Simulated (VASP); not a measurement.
The system is In4Sb3As.

```
CELL_PARAMETERS angstrom
6.00174 0.00000 0.00000
0.00000 6.00174 0.00000
0.00000 0.00000 6.00174
ATOMIC_POSITIONS crystal
In 0.25000 0.75000 0.25000
In 0.25000 0.25000 0.75000
In 0.75000 0.75000 0.75000
In 0.75000 0.25000 0.25000
Sb 0.00000 0.50000 0.50000
Sb 0.50000 0.50000 0.00000
Sb 0.50000 0.00000 0.50000
As 0.00000 0.00000 0.00000
```

- Program: VASP 6.6.1
- Task: relaxation of cell and atoms
- Functional: PBE
- Potentials or basis: VASP PAW PBE potentials, release 64 (In_d, Sb, As)
- Cutoff: 600 eV
- k mesh: 4 × 4 × 4
- Occupations: gaussian, width 0.1 eV
- Spin: no spin polarisation

At the start: pressure 18.4 GPa; volume 27.02 Å³/atom.

Problem. How do energy, volume and symmetry change on relaxing?

Solution. Over 6 steps the energy falls by 373.5 meV/atom and the volume is 34.82 Å³/atom (+28.9 %); space group P-43m (No. 215, to 0.1 Å) before and after.

Step by step:
```csv
step,energy change (eV),largest force (eV/Å),pressure (GPa),volume (Å³)
1,0.0000,1.3742,18.44,216.19
2,-2.1699,0.0882,-4.33,328.81
3,-2.9494,0.3886,-0.09,279.15
4,-2.9490,0.3763,-0.27,280.52
5,-2.9719,0.2430,-0.21,279.76
6,-2.9878,0.0198,-0.08,278.56
```

Final structure:
```
CELL_PARAMETERS angstrom
6.53088 0.00000 0.00000
0.00000 6.53088 0.00000
0.00000 0.00000 6.53088
ATOMIC_POSITIONS crystal
In 0.24181 0.75819 0.24181
In 0.24181 0.24181 0.75819
In 0.75819 0.75819 0.75819
In 0.75819 0.24181 0.24181
Sb 0.00000 0.50000 0.50000
Sb 0.50000 0.50000 0.00000
Sb 0.50000 0.00000 0.50000
As 0.00000 0.00000 0.00000
```

Caveat: the volume moved by over 15 % at a fixed basis, so the end points are rough.
